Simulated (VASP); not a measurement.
# ZnCu (Pm-3m) in VASP: further runs

ZnCu is run at these levels: PBEsol; tasks: single point.

Program: VASP 6.6.1. These are calculated values, not measurements. Logs are shortened: lines on timing, memory, paths and dates and some standing lists are left out, and cuts for length are marked.

## 1. The cell of the first run

It takes space group Pm-3m (No. 221, cubic). The conventional cell has a = 3.002 Å, b = 3.002 Å, c = 3.002 Å, α = 90.00°, β = 90.00°, γ = 90.00°. Zn (site symmetry m-3m) has 8 Cu at 2.60 Å and 6 Zn at 3.00 Å within 3.4 Å. Cu (site symmetry m-3m) has 8 Zn at 2.60 Å and 6 Cu at 3.00 Å within 3.4 Å.

## 2. Single point, PBEsol (13.52 Å³/atom)

INCAR reads:

```
  PREC = Accurate
  ENCUT = 520
  EDIFF = 1E-7
  ISMEAR = 0
  SIGMA = 0.1
  LREAL = F
  LASPH = T
  NELM = 60
  ALGO = Normal
  ISIF = 2
  LWAVE = F
  LCHARG = F
  GGA = PS
  NBANDS = 18
```

KPOINTS reads:

```
Automatic mesh
0
Gamma
  14 14 14
```

POSCAR reads:

```
ZnCu
1.0
    3.0017463898      0.0000000000      0.0000000000
    0.0000000000      3.0017463898      0.0000000000
    0.0000000000      0.0000000000      3.0017463898
Zn Cu
1 1
Direct
    0.5000000000      0.5000000000      0.5000000000
    0.0000000000      0.0000000000      0.0000000000
```

Potentials or basis: VASP PAW PBE potentials, release 64 (Zn, Cu).

Started as:

```sh
$ cat potpaw_PBE.64/Zn/POTCAR potpaw_PBE.64/Cu/POTCAR > POTCAR
$ mpirun -np 1 vasp_std > vasp.out
```

OUTCAR:

```text
PREC = Accurate
   ENCUT = 520
   EDIFF = 1E-7
   ISMEAR = 0
   LREAL = F
   LASPH = T
   NELM = 60
   ISIF = 2
   GGA = PS

 ion  position               nearest neighbor table
   1  0.500  0.500  0.500-   2 2.60   2 2.60   2 2.60   2 2.60   2 2.60   2 2.60   2 2.60   2 2.60

   2  0.000  0.000  0.000-   1 2.60   1 2.60   1 2.60   1 2.60   1 2.60   1 2.60   1 2.60   1 2.60

  LATTYP: Found a simple cubic cell.
 ALAT       =     3.0017463898

  Lattice vectors:

 A1 = (   3.0017463898,   0.0000000000,   0.0000000000)
 A2 = (   0.0000000000,   3.0017463898,   0.0000000000)
 A3 = (   0.0000000000,   0.0000000000,   3.0017463898)

Analysis of symmetry for initial positions (statically):
=====================================================================
 Subroutine PRICEL returns:
 Original cell was already a primitive cell.

 Routine SETGRP: Setting up the symmetry group for a
 simple cubic supercell.

 Subroutine GETGRP returns: Found 48 space group operations
 (whereof 48 operations were pure point group operations)
 out of a pool of 48 trial point group operations.

The static configuration has the point symmetry O_h .

Analysis of symmetry for dynamics (positions and initial velocities):
=====================================================================
 Subroutine PRICEL returns:
 Original cell was already a primitive cell.

 Routine SETGRP: Setting up the symmetry group for a
 simple cubic supercell.

 Subroutine GETGRP returns: Found 48 space group operations
 (whereof 48 operations were pure point group operations)
 out of a pool of 48 trial point group operations.

The dynamic configuration has the point symmetry O_h .

 Subroutine INISYM returns: Found 48 space group operations
 (whereof 48 operations are pure point group operations),
 and found     1 'primitive' translations

----------------------------------------------------------------------------------------

                                     Primitive cell

  volume of cell :      27.0472

  direct lattice vectors                    reciprocal lattice vectors
     3.001746390  0.000000000  0.000000000     0.333139403  0.000000000  0.000000000
     0.000000000  3.001746390  0.000000000     0.000000000  0.333139403  0.000000000
     0.000000000  0.000000000  3.001746390     0.000000000  0.000000000  0.333139403

  length of vectors
     3.001746390  3.001746390  3.001746390     0.333139403  0.333139403  0.333139403

  position of ions in fractional coordinates (direct lattice)
     0.500000000  0.500000000  0.500000000
     0.000000000  0.000000000  0.000000000

  ion indices of the primitive-cell ions
   primitive index   ion index
                 1           1
                 2           2

----------------------------------------------------------------------------------------

 KPOINTS: Automatic mesh

Automatic generation of k-mesh.
 Grid dimensions read from file:
 generate k-points for:   14   14   14

 Generating k-lattice:

  Cartesian coordinates                     Fractional coordinates (reciprocal lattice)
     0.023795672  0.000000000  0.000000000     0.071428571  0.000000000  0.000000000
     0.000000000  0.023795672  0.000000000     0.000000000  0.071428571  0.000000000
     0.000000000  0.000000000  0.023795672     0.000000000  0.000000000  0.071428571

  Length of vectors
     0.023795672  0.023795672  0.023795672

  Shift w.r.t. Gamma in fractional coordinates (k-lattice)
     0.000000000  0.000000000  0.000000000

 Subroutine IBZKPT returns following result:
 ===========================================

 Found    120 irreducible k-points:

 Following reciprocal coordinates:
            Coordinates               Weight
  0.000000  0.000000  0.000000      1.000000
  0.071429  0.000000  0.000000      6.000000
  0.142857  0.000000  0.000000      6.000000
  0.214286  0.000000  0.000000      6.000000
  0.285714  0.000000  0.000000      6.000000
  0.357143  0.000000  0.000000      6.000000
[... 16 lines left out ...]
  0.285714  0.214286  0.000000     24.000000
  0.357143  0.214286  0.000000     24.000000
 [... further k-points ...]
   k-points           NKPTS =    120   k-points in BZ     NKDIM =    120   number of bands    NBANDS=     18
   number of dos      NEDOS =    301   number of ions     NIONS =      2
   total plane-waves  NPLWV =  13824
   dimension x,y,z NGX =    24 NGY =   24 NGZ =   24
   dimension x,y,z NGXF=    48 NGYF=   48 NGZF=   48
   ions per type =               1   1
   NGX,Y,Z   is equivalent  to a cutoff of  13.29, 13.29, 13.29 a.u.
   NGXF,Y,Z  is equivalent  to a cutoff of  26.58, 26.58, 26.58 a.u.
 SYSTEM =  unknown system
   PREC   = accura    normal or accurate (medium, high low for compatibility)
   ISTART =      0    job   : 0-new  1-cont  2-samecut
   ICHARG =      2    charge: 1-file 2-atom 10-const
   ISPIN  =      1    spin polarized calculation?
   LNONCOLLINEAR =      F non collinear calculations
   LSORBIT =      F    spin-orbit coupling
   LASPH  =      T    aspherical Exc in radial PAW
   ENCUT  =  520.0 eV  38.22 Ry    6.18 a.u.   5.58  5.58  5.58*2*pi/ulx,y,z
   NELM   =     60;   NELMIN=  2; NELMDL= -5     # of ELM steps
   EDIFF  = 0.1E-06   stopping-criterion for ELM
   LREAL  =      F    real-space projection
   EDIFFG = 0.1E-05   stopping-criterion for IOM
   NSW    =      0    number of steps for IOM
   IBRION =     -1    ionic relax: 0-MD 1-quasi-New 2-CG
   NFREE  =      0    steps in history (QN), initial steepest desc. (CG)
   ISIF   =      2    stress and relaxation
   ISYM   =      2    0-nonsym 1-usesym 2-fastsym
   POTIM  = 0.5000    time-step for ionic-motion
   TEBEG  =    0.0;   TEEND  =   0.0 temperature during run
   PSTRESS=    0.0 pullay stress
   NELECT =      23.0000    total number of electrons
   NUPDOWN=      -1.0000    fix difference up-down
   EMIN   =  10.00;   EMAX   =-10.00  energy-range for DOS
   EFERMI =   0.00;   METHOD = LEGACY
   ISMEAR =     0;   SIGMA  =   0.10  broadening in eV -4-tet -1-fermi 0-gaus
   EFERMI_NEDOS =   21; number of points for ismear=-14 and -15
   IALGO  =     38    algorithm
   IMIX   =      4    mixing-type and parameters
     AMIX     =   0.40;   BMIX     =  1.00
     AMIX_MAG =   1.60;   BMIX_MAG =  1.00
  volume/ion in A,a.u.               =      13.52        91.26
  Fermi-wavevector in a.u.,A,eV,Ry     =   1.550994  2.930954 32.729935  2.405582
  Thomas-Fermi vector in A             =   2.655577
   LORBIT       =      0    0 simple, 1 ext, 2 COOP (PROOUT), +10 PAW based schemes
   GGA     = PS    functional components
   LHFCALC =     F    Hartree Fock is set to
   AEXX    =    0.0000 exact exchange contribution
   IVDW    =     0    specifies the selected vdW correction
   LEPSILON=     F    determine dielectric tensor
   LRPA    =     F    only Hartree local field effects (RPA)
 non-spin polarized calculation
 Gauss-broadening in eV      SIGMA  =   0.10
  energy-cutoff  :      520.00
  volume of cell :       27.05
 maximum number of plane-waves:       740
 NGX is ok and might be reduce to    24
   NGX = 11   NGY = 11   NGZ = 11

 number of electron      23.0000043 magnetization

 Free energy of the ion-electron system (eV)
  ---------------------------------------------------
  ext. energy  EPLUGINS =         0.00000000
  ---------------------------------------------------
  free energy    TOTEN  =        -6.02274386 eV

  energy without entropy =       -6.02093347  energy(sigma->0) =       -6.02183867

 E-fermi :   4.8293     XC(G=0): -12.2467

 val. band max:        4.7780247315   @ k =   0.5000   0.5000   0.2143
 cond. band min:       4.8425970492   @ k =   0.4286   0.3571   0.2143
 fundamental gap:      0.0645723176
 Fermi energy:         4.8293341073

 k-point     1 :       0.0000    0.0000    0.0000
  band No.  band energies     occupation
      1      -5.0952      2.00000
      2      -2.8048      2.00000
      3      -2.8048      2.00000
      4      -2.1956      2.00000
      5      -2.1956      2.00000
      6      -2.1956      2.00000
[... 10 lines left out ...]
     17      16.1940      0.00000
     18      27.7055      0.00000

 k-point     2 :       0.0714    0.0000    0.0000
  band No.  band energies     occupation
      1      -5.0065      2.00000
      2      -2.7958      2.00000
      3      -2.7868      2.00000
      4      -2.2032      2.00000
      5      -2.2032      2.00000
      6      -2.1922      2.00000
[... 10 lines left out ...]
     17      16.9807      0.00000
     18      26.6619      0.00000

 k-point     3 :       0.1429    0.0000    0.0000
  band No.  band energies     occupation
      1      -4.7431      2.00000
      2      -2.7703      2.00000
      3      -2.7341      2.00000
      4      -2.2242      2.00000
      5      -2.2242      2.00000
      6      -2.1825      2.00000
[... 10 lines left out ...]
     17      19.1070      0.00000
     18      24.8343      0.00000

 k-point     4 :       0.2143    0.0000    0.0000
  band No.  band energies     occupation
      1      -4.3163      2.00000
      2      -2.7330      2.00000
      3      -2.6476      2.00000
      4      -2.2545      2.00000
      5      -2.2545      2.00000
      6      -2.1684      2.00000
[... 10 lines left out ...]
     17      21.6716      0.00000
     18      22.9281      0.00000

 k-point     5 :       0.2857    0.0000    0.0000
  band No.  band energies     occupation
      1      -3.7600      2.00000
      2      -2.6911      2.00000
      3      -2.5136      2.00000
      4      -2.2880      2.00000
      5      -2.2880      2.00000
      6      -2.1527      2.00000
[... 10 lines left out ...]
     17      21.1149      0.00000
     18      21.1149      0.00000

 k-point     6 :       0.3571    0.0000    0.0000
  band No.  band energies     occupation
      1      -3.1964      2.00000
      2      -2.6527      2.00000
      3      -2.3180      2.00000
      4      -2.3180      2.00000
      5      -2.2393      2.00000
      6      -2.1384      2.00000
[... 10 lines left out ...]
     17      19.4145      0.00000
     18      19.4145      0.00000

 k-point     7 :       0.4286    0.0000    0.0000
  band No.  band energies     occupation
      1      -2.8807      2.00000
      2      -2.6258      2.00000
      3      -2.3386      2.00000
      4      -2.3386      2.00000
      5      -2.1285      2.00000
      6      -1.6233      2.00000
[... 10 lines left out ...]
     17      17.8448      0.00000
     18      17.8689      0.00000

 k-point     8 :       0.5000    0.0000    0.0000
  band No.  band energies     occupation
      1      -2.8044      2.00000
      2      -2.6162      2.00000
      3      -2.3460      2.00000
      4      -2.3460      2.00000
      5      -2.1249      2.00000
      6      -0.9974      2.00000
[... 10 lines left out ...]
     17      17.9234      0.00000
     18      18.4795      0.00000
[... 229 lines left out ...]
     17      19.6803      0.00000
     18      20.6859      0.00000

 k-point    20 :       0.4286    0.1429    0.0000
  band No.  band energies     occupation
      1      -2.7790      2.00000
      2      -2.5785      2.00000
      3      -2.5005      2.00000
      4      -2.3526      2.00000
      5      -2.1864      2.00000
      6      -1.2558      2.00000
[... 10 lines left out ...]
     17      18.1500      0.00000
     18      19.8437      0.00000

 k-point    21 :       0.5000    0.1429    0.0000
  band No.  band energies     occupation
      1      -2.7160      2.00000
      2      -2.5431      2.00000
      3      -2.5368      2.00000
      4      -2.3605      2.00000
      5      -2.1853      2.00000
      6      -0.5023      2.00000
[... 10 lines left out ...]
     17      18.4018      0.00000
     18      19.1909      0.00000

 k-point    22 :       0.2143    0.2143    0.0000
  band No.  band energies     occupation
      1      -3.6181      2.00000
      2      -2.6556      2.00000
      3      -2.5317      2.00000
      4      -2.2811      2.00000
      5      -2.2584      2.00000
      6      -2.2205      2.00000
[... 10 lines left out ...]
     17      21.8692      0.00000
     18      22.6465      0.00000

 k-point    23 :       0.2857    0.2143    0.0000
  band No.  band energies     occupation
      1      -3.2000      2.00000
      2      -2.6360      2.00000
      3      -2.4516      2.00000
      4      -2.3113      2.00000
      5      -2.2348      2.00000
      6      -2.1190      2.00000
[... 10 lines left out ...]
     17      21.4892      0.00000
     18      22.0840      0.00000

 k-point    24 :       0.3571    0.2143    0.0000
  band No.  band energies     occupation
      1      -2.9022      2.00000
      2      -2.6355      2.00000
      3      -2.4127      2.00000
      4      -2.3438      2.00000
      5      -2.2422      2.00000
      6      -1.6567      2.00000
[... 10 lines left out ...]
     17      19.9642      0.00000
     18      20.9971      0.00000

 [... further k-points ...]

------------------------ aborting loop because EDIFF is reached ----------------------------------------

  FORCE on cell =-STRESS in cart. coord.  units (eV):
  Direction    XX          YY          ZZ          XY          YZ          ZX
  --------------------------------------------------------------------------------------
  -------------------------------------------------------------------------------------
  Total       -1.6534349     -1.6534349     -1.6534349     -0.0000000     -0.0000000     -0.0000000
  in kB      -97.9435142    -97.9435142    -97.9435142     -0.0000000     -0.0000000     -0.0000000
  external PRESSURE =     -97.9435142 kB  Pullay stress =       0.0000000 kB

 VOLUME and BASIS-vectors are now :
 -----------------------------------------------------------------------------
  energy-cutoff  :      520.00
  volume of cell :       27.05
      direct lattice vectors                 reciprocal lattice vectors
     3.001746390  0.000000000  0.000000000     0.333139403  0.000000000  0.000000000
     0.000000000  3.001746390  0.000000000     0.000000000  0.333139403  0.000000000
     0.000000000  0.000000000  3.001746390     0.000000000  0.000000000  0.333139403

 POSITION                                       TOTAL-FORCE (eV/Angst)
 -----------------------------------------------------------------------------------
      1.50087      1.50087      1.50087         0.000000      0.000000      0.000000
      0.00000      0.00000      0.00000         0.000000      0.000000      0.000000
 -----------------------------------------------------------------------------------
    total drift:                                0.000000      0.000000     -0.000000

  FREE ENERGIE OF THE ION-ELECTRON SYSTEM (eV)
  ---------------------------------------------------
  free  energy   TOTEN  =        -6.0227438591 eV

  energy  without entropy=       -6.0209334728  energy(sigma->0) =       -6.02183867
```

It took 40 s on 1 thread of Intel Xeon Platinum 8488C (Sapphire Rapids), shared host; peak memory 0.18 GiB.

What came out:

* Free energy: -6.0227 eV
* Pressure: -9.8 GPa
* Band gap on the k mesh: zero (an odd number of electrons rules out a gap without spin polarisation)

Levels at points of the mesh, in eV from the Fermi level:
```tsv
k point	band 8	band 9	band 10	band 11	band 12	band 13	band 14	band 15	band 16	band 17
(0.00, 0.00, 0.00)	-3.41	-2.63	-2.63	-2.63	6.00	6.00	6.00	10.91	10.91	11.36
(0.50, 0.00, 0.00)	-3.49	-3.12	-3.12	-2.69	-1.95	11.19	11.19	11.84	11.84	13.09
(0.50, 0.50, 0.00)	-2.77	-2.77	-2.40	-1.73	-1.73	1.51	1.88	13.29	15.04	15.04
(0.50, 0.50, 0.50)	-4.05	-2.38	-2.38	3.42	4.20	4.20	4.20	4.33	4.33	4.33
```

Caveat: the cell stands under tension; the PAW data sets were made with another functional, which shifts forces and pressure a little.

## 3. Single point, PBEsol (11.56 Å³/atom)

This run uses another cell than the first one, of 11.56 Å³/atom.

INCAR reads:

```
PREC = Accurate
ENCUT = 520
EDIFF = 1E-6
ISMEAR = 0
SIGMA = 0.1
LREAL = F
LASPH = T
NELM = 60
ALGO = Normal
ISIF = 2
LWAVE = F
LCHARG = F
GGA = PS
NBANDS = 18
```

KPOINTS reads:

```
regular mesh
0
Gamma
  14 14 14
```

POSCAR reads:

```
ZnCu
1.0
    2.8485185550      0.0000000000      0.0000000000
    0.0000000000      2.8485185550      0.0000000000
    0.0000000000      0.0000000000      2.8485185550
Zn Cu
1 1
Direct
    0.5000000000      0.5000000000      0.5000000000
    0.0000000000      0.0000000000      0.0000000000
```

Potentials or basis: VASP PAW PBE potentials, release 64 (Zn, Cu).

Started as:

```sh
$ cat potpaw_PBE.64/Zn/POTCAR potpaw_PBE.64/Cu/POTCAR > POTCAR
$ mpirun -np 1 vasp_std > vasp.out
```

It took 36 s on 1 thread of Intel Xeon Platinum 8259CL at 2.50GHz (Skylake/Cascade Lake), shared host; peak memory 0.17 GiB.

It converged, with:

```
Free energy            : -6.0484 eV
Pressure               : 10.7 GPa
Band gap on the k mesh : zero (an odd number of electrons rules out a gap without spin polarisation)
```

Levels at points of the mesh, in eV from the Fermi level:
```csv
k point,band 8,band 9,band 10,band 11,band 12,band 13,band 14,band 15,band 16,band 17
"(0.00, 0.00, 0.00)",-3.89,-2.93,-2.93,-2.93,6.54,6.54,6.54,11.89,11.89,13.90
"(0.50, 0.00, 0.00)",-4.10,-3.60,-3.60,-3.04,-2.11,12.56,12.56,13.15,13.15,14.08
"(0.50, 0.50, 0.00)",-3.08,-3.08,-2.67,-2.26,-2.26,2.19,2.48,14.98,16.31,16.31
"(0.50, 0.50, 0.50)",-4.79,-2.65,-2.65,4.55,4.55,4.55,4.55,4.81,4.81,4.81
```

Caveat: the cell stands under pressure; the PAW data sets were made with another functional, which shifts forces and pressure a little.

[end of part 1 of 2]
